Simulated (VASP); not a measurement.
Al2O3:

```
Al O
1.0
     3.01748    0.00000    0.00000
    -1.50874    2.61322    0.00000
     0.00000    0.00000    7.57464
Al O
2 3
Direct
  0.00000 0.00000 0.72205
  0.00000 0.00000 0.27795
  0.00000 0.00000 0.50000
  0.66667 0.33333 0.80055
  0.33333 0.66667 0.19945
```

```yaml
Program: VASP 6.6.1
Task: relaxation of cell and atoms
Functional: PBE
Dispersion: D4
Potentials_or_basis: VASP PAW PBE potentials, release 64 (Al, O)
Cutoff: 600 eV
k_mesh: 7 × 7 × 3
Occupations: fermi-dirac, width 0.05 eV
Spin: no spin polarisation
```

At the start: pressure -3.5 GPa; volume 11.95 Å³/atom.

Problem. Where does the relaxation end?

Solution. Over 16 steps the energy falls by 4.0 meV/atom and the volume is 11.43 Å³/atom (-4.3 %); space group P-3m1 (No. 164, to 0.05 Å).

Step by step:
| step | energy change (eV) | largest force (eV/Å) | pressure (GPa) | volume (Å³) |
| --- | --- | --- | --- | --- |
| 1 | 0.0000 | 0.1062 | -3.50 | 59.73 |
| 2 | -0.0008 | 0.4250 | 3.35 | 57.50 |
| 3 | -0.0133 | 0.1578 | -0.15 | 58.58 |
| 4 | -0.0123 | 0.2742 | 0.10 | 58.31 |
| 5 | -0.0143 | 0.0945 | -0.08 | 58.47 |
| 6 | -0.0149 | 0.0557 | -0.01 | 58.38 |
| 7 | -0.0151 | 0.0805 | 0.07 | 58.22 |
| 8 | -0.0151 | 0.0620 | 0.05 | 58.27 |
| 9 | -0.0157 | 0.0557 | -0.06 | 58.23 |
| 10 | -0.0171 | 0.0417 | -0.34 | 58.09 |
| 11 | -0.0184 | 0.0664 | -0.94 | 57.82 |
| 12 | -0.0188 | 0.0601 | -0.85 | 57.75 |
| 13 | -0.0196 | 0.0389 | -0.53 | 57.54 |
| 14 | -0.0202 | 0.0488 | 0.09 | 57.12 |
| 15 | -0.0202 | 0.0462 | 0.00 | 57.16 |
| 16 | -0.0202 | 0.0098 | -0.01 | 57.13 |

Final structure:
```xyz
5
Lattice="2.9928 0.0000 0.0000 -1.4964 2.5918 0.0000 0.0000 0.0000 7.3658" Properties=species:S:1:pos:R:3 pbc="T T T"
Al    0.0000    0.0000    5.3557
Al    0.0000    0.0000    2.0101
O    -1.4964    2.5918    3.6829
O     1.4964    0.8639    5.9493
O     0.0000    1.7279    1.4165
```
